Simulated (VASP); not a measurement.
# BaTiO3 (P4mm) in VASP: notebook

Aim: see how the results for BaTiO3 move with the level of theory and the settings. Levels: BLYP, r2SCAN, BLYP+D3(BJ), BLYP+D4. Tasks: single point.

All numbers are computed with VASP 6.6.1; they aren't measurements. Logs are shortened: lines on timing, memory, paths and dates and some standing lists are left out, and cuts for length are marked.

**1. The cell of the first run**

The structure is tetragonal, space group P4mm (No. 99). Conventional cell: a = 3.975 Å, b = 3.975 Å, c = 4.534 Å, α = 90.00°, β = 90.00°, γ = 90.00°. Within 3.7 Å of Ba (site symmetry 4mm) lie 12 O at 2.80 to 3.24 Å and 8 Ti at 3.60 to 3.63 Å. Within 2.4 Å of Ti (site symmetry 4mm) lie 5 O at 1.79 to 2.01 Å. O (site symmetry 2mm) has 2 Ti at 2.01 Å within 2.7 Å. O (site symmetry 4mm) has 1 Ti at 1.79 Å within 2.4 Å.

**2. Single point, BLYP**

File INCAR:

```
AGGAC = 1.0
AGGAX = 1.0
ALDAC = 0.0
ALDAX = 1.0
ALGO = Normal
EDIFF = 1E-6
ENCUT = 520
GGA = B5
ISIF = 2
ISMEAR = -1
LASPH = T
LCHARG = F
LREAL = F
LWAVE = F
NBANDS = 28
NELM = 80
PREC = Accurate
SIGMA = 0.05
```

File KPOINTS:

```
k-points
0
Gamma
  7 7 7
```

File POSCAR:

```
BaTiO3
1.0
    3.9750609135      0.0000000000      0.0000000000
    0.0000000000      3.9750609135      0.0000000000
    0.0000000000      0.0000000000      4.5344533668
Ba Ti O
1 1 3
Direct
    0.0000000000      0.0000000000     -0.0365203620
    0.5000000000      0.5000000000      0.4584543747
    0.0000000000      0.5000000000      0.5284294614
    0.5000000000      0.0000000000      0.5284294614
    0.5000000000      0.5000000000      0.0642070646
```

Potentials or basis: VASP PAW PBE potentials, release 64 (Ba_sv, Ti_sv, O).

Started as:

```console
> cat potpaw_PBE.64/Ba_sv/POTCAR potpaw_PBE.64/Ti_sv/POTCAR potpaw_PBE.64/O/POTCAR > POTCAR
> mpirun -np 1 vasp_std > vasp.out
```

OUTCAR:

```text
EDIFF = 1E-6
   ENCUT = 520
   GGA = B5
   ISIF = 2
   ISMEAR = -1
   LASPH = T
   LREAL = F
   NELM = 80
   PREC = Accurate

 ion  position               nearest neighbor table
   1  0.000  0.000  0.963-   3 2.80   4 2.80   3 2.80   4 2.80   5 2.85   5 2.85   5 2.85   5 2.85
                             4 3.24   3 3.24   4 3.24   3 3.24   2 3.60   2 3.60   2 3.60   2 3.60
   2  0.500  0.500  0.458-   5 1.79   4 2.01   3 2.01   4 2.01   3 2.01   1 3.60   1 3.60   1 3.60
                             1 3.60   1 3.63   1 3.63   1 3.63   1 3.63
   3  0.000  0.500  0.528-   2 2.01   2 2.01   1 2.80   1 2.80   1 3.24   1 3.24
   4  0.500  0.000  0.528-   2 2.01   2 2.01   1 2.80   1 2.80   1 3.24   1 3.24
   5  0.500  0.500  0.064-   2 1.79   1 2.85   1 2.85   1 2.85   1 2.85

  LATTYP: Found a simple tetragonal cell.
 ALAT       =     3.9750609135
 C/A-ratio  =     1.1407255047

  Lattice vectors:

 A1 = (   3.9750609135,   0.0000000000,   0.0000000000)
 A2 = (   0.0000000000,   3.9750609135,   0.0000000000)
 A3 = (   0.0000000000,   0.0000000000,   4.5344533668)

Analysis of symmetry for initial positions (statically):
=====================================================================
 Subroutine PRICEL returns:
 Original cell was already a primitive cell.

 Routine SETGRP: Setting up the symmetry group for a
 simple tetragonal supercell.

 Subroutine GETGRP returns: Found  8 space group operations
 (whereof  8 operations were pure point group operations)
 out of a pool of 16 trial point group operations.

The static configuration has the point symmetry C_4v.

Analysis of symmetry for dynamics (positions and initial velocities):
=====================================================================
 Subroutine PRICEL returns:
 Original cell was already a primitive cell.

 Routine SETGRP: Setting up the symmetry group for a
 simple tetragonal supercell.

 Subroutine GETGRP returns: Found  8 space group operations
 (whereof  8 operations were pure point group operations)
 out of a pool of 16 trial point group operations.

The dynamic configuration has the point symmetry C_4v.

 Subroutine INISYM returns: Found  8 space group operations
 (whereof  8 operations are pure point group operations),
 and found     1 'primitive' translations

----------------------------------------------------------------------------------------
[... 93 lines left out ...]
   ISPIN  =      1    spin polarized calculation?
   LNONCOLLINEAR =      F non collinear calculations
   LSORBIT =      F    spin-orbit coupling
   LASPH  =      T    aspherical Exc in radial PAW
   ENCUT  =  520.0 eV  38.22 Ry    6.18 a.u.   7.39  7.39  8.43*2*pi/ulx,y,z
   NELM   =     80;   NELMIN=  2; NELMDL= -5     # of ELM steps
   EDIFF  = 0.1E-05   stopping-criterion for ELM
   LREAL  =      F    real-space projection
   EDIFFG = 0.1E-04   stopping-criterion for IOM
   NSW    =      0    number of steps for IOM
   IBRION =     -1    ionic relax: 0-MD 1-quasi-New 2-CG
   NFREE  =      0    steps in history (QN), initial steepest desc. (CG)
   ISIF   =      2    stress and relaxation
   ISYM   =      2    0-nonsym 1-usesym 2-fastsym
   POTIM  = 0.5000    time-step for ionic-motion
   TEBEG  =    0.0;   TEEND  =   0.0 temperature during run
   PSTRESS=    0.0 pullay stress
   NELECT =      40.0000    total number of electrons
   NUPDOWN=      -1.0000    fix difference up-down
   EMIN   =  10.00;   EMAX   =-10.00  energy-range for DOS
   EFERMI =   0.00;   METHOD = LEGACY
   ISMEAR =    -1;   SIGMA  =   0.05  broadening in eV -4-tet -1-fermi 0-gaus
   EFERMI_NEDOS =   21; number of points for ismear=-14 and -15
   IALGO  =     38    algorithm
   IMIX   =      4    mixing-type and parameters
     AMIX     =   0.40;   BMIX     =  1.00
     AMIX_MAG =   1.60;   BMIX_MAG =  1.00
  volume/ion in A,a.u.               =      14.33        96.70
  Fermi-wavevector in a.u.,A,eV,Ry     =   1.348002  2.547355 24.723288  1.817110
  Thomas-Fermi vector in A             =   2.475707
   LORBIT       =      0    0 simple, 1 ext, 2 COOP (PROOUT), +10 PAW based schemes
   GGA     = B5    functional components
   LHFCALC =     F    Hartree Fock is set to
   AEXX    =    0.0000 exact exchange contribution
   IVDW    =     0    specifies the selected vdW correction
   LEPSILON=     F    determine dielectric tensor
   LRPA    =     F    only Hartree local field effects (RPA)
 non-spin polarized calculation
  energy-cutoff  :      520.00
  volume of cell :       71.65
 maximum number of plane-waves:      1953
 NGX is ok and might be reduce to    30
   NGX = 15   NGY = 15   NGZ = 17

 number of electron      39.9999980 magnetization

 Free energy of the ion-electron system (eV)
  ---------------------------------------------------
  ext. energy  EPLUGINS =         0.00000000
  ---------------------------------------------------
  free energy    TOTEN  =       -38.26536544 eV

  energy without entropy =      -38.26536544  energy(sigma->0) =      -38.26536544

 E-fermi :   4.6585     XC(G=0): -10.1317

 val. band max:        3.6654597724   @ k =   0.4286   0.4286   0.4286
 cond. band min:       5.5535820164   @ k =   0.0000   0.0000   0.0000
 fundamental gap:      1.8881222440
 Fermi energy:         4.6585055187

 k-point     1 :       0.0000    0.0000    0.0000
  band No.  band energies     occupation
      1     -52.8487      2.00000
      2     -29.3912      2.00000
      3     -29.1685      2.00000
      4     -29.1685      2.00000
      5     -21.8474      2.00000
      6     -13.1989      2.00000
[... 733 lines left out ...]
     27      10.7767      0.00000
     28      11.6149      0.00000

 [... further k-points ...]
[... 5 lines left out ...]
  --------------------------------------------------------------------------------------
  -------------------------------------------------------------------------------------
  Total        0.6198984      0.6198984      0.7927668      0.0000000      0.0000000      0.0000000
  in kB       13.8617656     13.8617656     17.7273383      0.0000000      0.0000000      0.0000000
  external PRESSURE =      15.1502898 kB  Pullay stress =       0.0000000 kB

 VOLUME and BASIS-vectors are now :
 -----------------------------------------------------------------------------
  energy-cutoff  :      520.00
  volume of cell :       71.65
      direct lattice vectors                 reciprocal lattice vectors
     3.975060914  0.000000000  0.000000000     0.251568472  0.000000000  0.000000000
     0.000000000  3.975060914  0.000000000     0.000000000  0.251568472  0.000000000
     0.000000000  0.000000000  4.534453367     0.000000000  0.000000000  0.220533749

 POSITION                                       TOTAL-FORCE (eV/Angst)
 -----------------------------------------------------------------------------------
      0.00000      0.00000      4.36885        -0.000000      0.000000      0.080538
      1.98753      1.98753      2.07884         0.000000     -0.000000      0.183064
      0.00000      1.98753      2.39614         0.000000      0.000000     -0.039006
      1.98753      0.00000      2.39614         0.000000      0.000000     -0.039006
      1.98753      1.98753      0.29114         0.000000     -0.000000     -0.185590
 -----------------------------------------------------------------------------------
    total drift:                                0.000000      0.000000      0.000248

  FREE ENERGIE OF THE ION-ELECTRON SYSTEM (eV)
  ---------------------------------------------------
  free  energy   TOTEN  =       -38.2653654373 eV

  energy  without entropy=      -38.2653654365  energy(sigma->0) =      -38.26536544
```

stdout:

```text
POSCAR found type information on POSCAR BaTiO
 POSCAR found :  3 types and       5 ions
 scaLAPACK will be used
 -----------------------------------------------------------------------------
|                                                                             |
|                                                                             |
|     You enforced a specific xc type in the INCAR file but a different       |
|     I HOPE YOU KNOW WHAT YOU ARE DOING!                                     |
|                                                                             |
 -----------------------------------------------------------------------------

 LDA part: xc-table for (Slater(with rela. corr.)+VWN5), standard interpolation
 POSCAR, INCAR and KPOINTS ok, starting setup
 FFT: planning ... GRIDC
 FFT: planning ... GRID_SOFT
 FFT: planning ... GRID
 WAVECAR not read
 entering main loop
```

Wall time 2 min (1 thread of Intel Xeon Platinum 8488C (Sapphire Rapids), shared host); peak memory 0.23 GiB.

Results:

```yaml
Free_energy: -38.2654 eV
Pressure: 1.5 GPa
Largest_force: 0.186 eV/Å
Band_gap_on_the_k_mesh: 1.89 eV, indirect (least direct gap 2.49 eV)
```

Forces on the atoms (eV/Å):
```
Ba   0.000  0.000  0.081
Ti   0.000  0.000  0.183
O    0.000  0.000 -0.039
O    0.000  0.000 -0.039
O    0.000  0.000 -0.186
```

Caveat: the PAW data sets were made with another functional, which shifts forces and pressure a little; spin-orbit coupling is left out, which moves the levels of the heavy elements. A k mesh can miss the band edges.

**3. Single point, r2SCAN**

This run uses another cell than the first one, of 12.98 Å³/atom, 0.906 times its volume.

File POSCAR:

```
BaTiO3
1.0
    3.9722228226      0.0000000000      0.0000000000
    0.0000000000      3.9722228226      0.0000000000
    0.0000000000      0.0000000000      4.1128061961
Ba Ti O
1 1 3
Direct
    0.0000000000      0.0000000000     -0.0044097778
    0.5000000000      0.5000000000      0.4774872137
    0.0000000000      0.5000000000      0.5176589116
    0.5000000000      0.0000000000      0.5176589116
    0.5000000000      0.5000000000      0.0346047409
```

File INCAR.step1:

```
SYSTEM = BaTiO3
PREC     = Accurate       ! precision mode
ENCUT    = 520            ! plane-wave cutoff, eV
ISMEAR   = -1             ! smearing method
SIGMA    = 0.05           ! smearing width, eV
LREAL    = .FALSE.        ! projectors in reciprocal space
LASPH    = .TRUE.         ! aspherical terms in the spheres
NELM     = 100            ! most SCF steps
NBANDS   = 28             ! bands
GGA      = PE             ! functional
ALGO     = Normal         ! electronic algorithm
EDIFF    = 1E-4           ! SCF threshold, eV
LWAVE    = .TRUE.         ! write WAVECAR
LCHARG   = .FALSE.        ! write CHGCAR
```

File INCAR.step2:

```
SYSTEM = BaTiO3
PREC     = Accurate       ! precision mode
ENCUT    = 520            ! plane-wave cutoff, eV
EDIFF    = 1E-6           ! SCF threshold, eV
ISMEAR   = -1             ! smearing method
SIGMA    = 0.05           ! smearing width, eV
LREAL    = .FALSE.        ! projectors in reciprocal space
LASPH    = .TRUE.         ! aspherical terms in the spheres
NELM     = 100            ! most SCF steps
ALGO     = Normal         ! electronic algorithm
ISIF     = 2              ! what is computed and relaxed
LWAVE    = .FALSE.        ! write WAVECAR
LCHARG   = .FALSE.        ! write CHGCAR
METAGGA  = R2SCAN         ! meta-GGA
LMIXTAU  = .TRUE.       
NBANDS   = 28             ! bands
ISTART   = 1
```

File KPOINTS:

```
Automatic mesh
0
G
  7 7 7
  0 0 0
```

Potentials or basis: VASP PAW PBE potentials, release 64 (Ba_sv, Ti_sv, O).

Started as:

```console
> cat potpaw_PBE.64/Ba_sv/POTCAR potpaw_PBE.64/Ti_sv/POTCAR potpaw_PBE.64/O/POTCAR > POTCAR
> cp INCAR.step1 INCAR
> mpirun -np 1 vasp_std > vasp.out
> cp INCAR.step2 INCAR
> mpirun -np 1 vasp_std > vasp.out
```

It took 1.9 min on 1 thread of Intel Xeon 6975P-C (Granite Rapids), shared host; peak memory 0.22 GiB.

Results (log left out):

| Property | Result |
| --- | --- |
| Free energy | -74.2594 eV |
| Pressure | 1.9 GPa |
| Largest force | 0.165 eV/Å |
| Band gap on the k mesh | 2.32 eV, indirect (least direct gap 2.71 eV) |

Forces on the atoms (eV/Å):
```
Ba   0.000  0.000  0.030
Ti   0.000  0.000  0.165
O    0.000  0.000 -0.018
O    0.000  0.000 -0.018
O    0.000  0.000 -0.159
```

Stress tensor (GPa, compression positive):
```
1.87 0.00 0.00
0.00 1.87 0.00
0.00 0.00 2.04
```

Levels at points of the mesh, in eV from the valence-band top:
```
           k point  band 16  band 17  band 18  band 19  band 20  band 21  band 22  band 23  band 24  band 25
(0.00, 0.00, 0.00)    -1.50    -1.21    -0.62    -0.39    -0.39     2.32     2.80     2.80     4.49     4.68
```

Caveat: the PAW data sets were made with another functional, which shifts forces and pressure a little; spin-orbit coupling is left out, which moves the levels of the heavy elements. A k mesh can miss the band edges.

(Part 1 of 2 ends here.)
